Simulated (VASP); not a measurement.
Wanted: the native input for a VASP 6.6.1 run.

```yaml
Task: single point
Functional: PBEsol
Potentials_or_basis: VASP PAW PBE potentials, release 64 (Ag, O)
Cutoff: 520 eV
k_mesh: 14 × 14 × 14
Occupations: gaussian, width 0.1 eV
Spin: no spin polarisation
Dipole_correction: no
Further_INCAR_settings: ALGO = Normal; EDIFF = 1e-06; NBANDS = 16
```

The structure of AgO lies in POSCAR:

```
AgO
1.0
    0.0000000000      2.4241503607      2.4241503607
    2.4241503607      0.0000000000      2.4241503607
    2.4241503607      2.4241503607      0.0000000000
Ag O
1 1
Direct
    0.0000000000      0.0000000000      0.0000000000
    0.7500000000      0.7500000000      0.7500000000
```

This cell differs from its parent crystal: volume scaled by 0.94.

The input as run:

INCAR

```
PREC = Accurate
ENCUT = 520
EDIFF = 1E-6
ISMEAR = 0
SIGMA = 0.1
LREAL = F
LASPH = T
NELM = 60
ALGO = Normal
ISIF = 2
LWAVE = F
LCHARG = F
GGA = PS
NBANDS = 16
```

KPOINTS

```
regular mesh
0
Gamma
  14 14 14
```

Potentials or basis: VASP PAW PBE potentials, release 64 (Ag, O).

The run is started by

```sh
$ cat potpaw_PBE.64/Ag/POTCAR potpaw_PBE.64/O/POTCAR > POTCAR
$ mpirun -np 1 vasp_std > vasp.out
```

Results of the run:

The pressure is 7.7 GPa.

Caveat: the PAW data sets were made with another functional, which shifts forces and pressure a little; an odd number of electrons without spin polarisation forces a metal; a magnetic or distorted state may lie lower.

Run time: 22 s on 1 thread of Intel(R) Xeon(R) Platinum 8481C CPU @ 2.70GHz (Sapphire Rapids), with other jobs on the host, peak memory 0.19 GiB.
